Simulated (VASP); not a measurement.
Input of a VASP 6.6.1 run:

INCAR

```
  PREC = Accurate
  ENCUT = 500
  EDIFF = 1E-6
  ISMEAR = 0
  SIGMA = 0.02
  LREAL = F
  LASPH = T
  NELM = 120
  ALGO = Normal
  ISIF = 2
  LWAVE = F
  LCHARG = F
  GGA = PE
  NBANDS = 16
  GGA_COMPAT = F
```

KPOINTS

```
Automatic mesh
0
Gamma
  8 8 8
```

Contents of POSCAR:

```
CdS
1.0
    0.0000000000      2.9633438494      2.9633438494
    2.9633438494      0.0000000000      2.9633438494
    2.9633438494      2.9633438494      0.0000000000
Cd S
1 1
Direct
    0.0000000000      0.0000000000      0.0000000000
    0.2500000000      0.2500000000      0.2500000000
```

Potentials or basis: VASP PAW PBE potentials, release 64 (Cd, S).

Run with:

```sh
$ cat potpaw_PBE.64/Cd/POTCAR potpaw_PBE.64/S/POTCAR > POTCAR
$ mpirun -np 1 vasp_std > vasp.out
```

Q: Estimate the pressure.

A: 0.3 GPa.

Q: Predict the band gap on the k mesh.

A: 1.04 eV.
